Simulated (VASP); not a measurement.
Here is a VASP 6.6.1 calculation.

File INCAR:

```
SYSTEM = CdSe
ALGO = Normal ; EDIFF = 1E-7
ENCUT = 520 ; GGA = CA
ISIF = 2 ; ISMEAR = 0
LASPH = .TRUE. ; LCHARG = .FALSE.
LREAL = .FALSE. ; LWAVE = .FALSE.
NBANDS = 16 ; NELM = 80
PREC = Accurate ; SIGMA = 0.01
```

File KPOINTS:

```
k-points
0
G
  6 6 6
  0 0 0
```

File POSCAR:

```
CdSe
1.0
    2.9739537397      2.9739537397      0.0000000000
   -2.9739537397      2.9739537397      0.0000000000
    0.0000000000      2.9739537397      3.0477710815
Cd Se
1 1
Direct
    0.0000000000      0.0000000000      0.0000000000
    0.7500000000      0.2500000000      0.5000000000
```

Potentials or basis: VASP PAW LDA potentials, release 64 (Cd, Se).

Command:

```bash
$ cat potpaw_LDA.64/Cd/POTCAR potpaw_LDA.64/Se/POTCAR > POTCAR
$ mpirun -np 1 vasp_std > vasp.out
```

Task: Estimate the pressure.

Result: 0.8 GPa.

Task: Estimate the band gap on the k mesh.

Result: 0.42 eV, direct.

Stress tensor (GPa, compression positive):
```
0.98 0.00 0.00
0.00 0.98 0.00
0.00 0.00 0.52
```

Caveat: the cell differs from its parent crystal (film at in-plane strain -0.01).
